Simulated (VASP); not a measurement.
# TiC: single point with PBE

TiC:

```xyz
2
Lattice="0.0000 2.1664 2.1664 2.1664 0.0000 2.1664 2.1664 2.1664 0.0000" Properties=species:S:1:pos:R:3 pbc="T T T"
Ti    0.0000    0.0000    0.0000
C     2.1664    2.1664    2.1664
```

```json
{"Program": "VASP 6.6.1", "Task": "single point", "Functional": "PBE", "Potentials or basis": "VASP PAW PBE potentials, release 64 (Ti_sv, C)", "Cutoff": "520 eV", "k mesh": "16 × 16 × 16", "Occupations": "gaussian, width 0.1 eV", "Spin": "no spin polarisation", "Dipole correction": "no", "Further INCAR settings": "ALGO = Normal; EDIFF = 1e-06; NBANDS = 15"}
```

- Pressure: 0.2 GPa
- Band gap on the k mesh: zero (bands 8 and 9 overlap by 1.10 eV)

Levels at points of the mesh, in eV from the Fermi level:
| k point | band 4 | band 5 | band 6 | band 7 | band 8 | band 9 | band 10 | band 11 | band 12 | band 13 |
| --- | --- | --- | --- | --- | --- | --- | --- | --- | --- | --- |
| (0.00, 0.00, 0.00) | -32.61 | -12.39 | 0.70 | 0.70 | 0.70 | 1.68 | 1.68 | 1.68 | 1.72 | 1.72 |
| (0.50, 0.00, 0.00) | -32.66 | -8.91 | -5.83 | -2.88 | -2.88 | 2.92 | 2.92 | 4.10 | 8.15 | 8.15 |
| (0.50, 0.50, 0.00) | -32.78 | -10.10 | -3.42 | -1.61 | -0.03 | -0.03 | 2.71 | 3.52 | 3.52 | 5.79 |

It took 53 s on 1 thread of Intel Xeon 8259CL (shared host), peak memory 0.17 GiB.
